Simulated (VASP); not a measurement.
Write the native input for VASP 6.6.1 that does the following.

- Task: single point
- Functional: revPBE
- Potentials or basis: VASP PAW PBE potentials, release 64 (Y_sv)
- Cutoff: 520 eV
- k mesh: 11 × 11 × 11
- Occupations: fermi-dirac, width 0.1 eV
- Spin: no spin polarisation
- Dipole correction: no
- Further INCAR settings: ALGO = Normal; EDIFF = 1e-06; NBANDS = 12

The structure of Y lies in POSCAR:

```
Y
1.0
    3.2655835433      0.0000000000      0.0000000000
    0.0000000000      3.2655835433      0.0000000000
    0.0000000000      0.0000000000      3.2655835433
Y
1
Direct
    0.0000000000      0.0000000000      0.0000000000
```

This cell differs from its parent crystal: volume scaled by 0.96.

One way to write it, as run:

INCAR

```
PREC = Accurate
ENCUT = 520
EDIFF = 1E-6
ISMEAR = -1
SIGMA = 0.1
LREAL = F
LASPH = T
NELM = 100
ALGO = Normal
ISIF = 2
LWAVE = F
LCHARG = F
GGA = RE
NBANDS = 12
```

KPOINTS

```
Automatic mesh
0
Gamma
  11 11 11
```

Potentials or basis: VASP PAW PBE potentials, release 64 (Y_sv).

Run with:

```console
$ cat potpaw_PBE.64/Y_sv/POTCAR > POTCAR
$ mpirun -np 1 vasp_std > vasp.out
```

It gave:

* Pressure: 0.9 GPa

Caveat: the PAW data sets were made with another functional, which shifts forces and pressure a little.

Run time: 6.4 s on 1 thread of Intel(R) Xeon(R) 6975P-C (Granite Rapids) (shared host), peak memory 0.16 GiB.
